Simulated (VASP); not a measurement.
Set up this calculation in VASP 6.6.1, as the native input.

```yaml
Task: single point
Functional: PBEsol
Potentials_or_basis: VASP PAW PBE potentials, release 64 (Cu, O)
Cutoff: 520 eV
k_mesh: 8 × 8 × 8
Occupations: fermi-dirac, width 0.05 eV
Spin: no spin polarisation
Dipole_correction: no
Further_INCAR_settings: ALGO = Normal; EDIFF = 1e-07; NBANDS = 30
```

The structure of Cu3O2 lies in POSCAR:

```
Cu3O2
1.0
   -2.0229820000      2.0229820000      3.6736170000
    2.0229820000     -2.0229820000      3.6736170000
    2.0229820000      2.0229820000     -3.6736170000
Cu O
3 2
Direct
    0.0000000000      0.0000000000      0.0000000000
    0.7500000000      0.2500000000      0.5000000000
    0.2500000000      0.7500000000      0.5000000000
    0.5000000000      0.0000000000      0.5000000000
    0.0000000000      0.5000000000      0.5000000000
```

These files were run (other wordings do the same):

INCAR

```
SYSTEM = Cu3O2
  ALGO = Normal
  EDIFF = 1E-7
  ENCUT = 520
  GGA = PS
  ISIF = 2
  ISMEAR = -1
  LASPH = .TRUE.
  LCHARG = .TRUE.
  LELF = .TRUE.
  LREAL = .FALSE.
  LVHAR = .TRUE.
  LWAVE = .FALSE.
  NBANDS = 30
  NELM = 60
  PREC = Accurate
  SIGMA = 0.05
```

KPOINTS

```
k-points
0
G
  8 8 8
  0 0 0
```

Potentials or basis: VASP PAW PBE potentials, release 64 (Cu, O).

Run with:

```console
$ cat potpaw_PBE.64/Cu/POTCAR potpaw_PBE.64/O/POTCAR > POTCAR
$ mpirun -np 1 vasp_std > vasp.out
```

Results of the run:

| Property | Result |
| --- | --- |
| Pressure | -5.4 GPa |

Caveat: the PAW data sets were made with another functional, which shifts forces and pressure a little; an odd number of electrons without spin polarisation forces a metal; a magnetic or distorted state may lie lower.

It took 2.5 min on 1 thread of Intel(R) Xeon(R) Platinum 8259CL CPU @ 2.50GHz (Skylake/Cascade Lake), with other jobs on the host, peak memory 0.25 GiB.
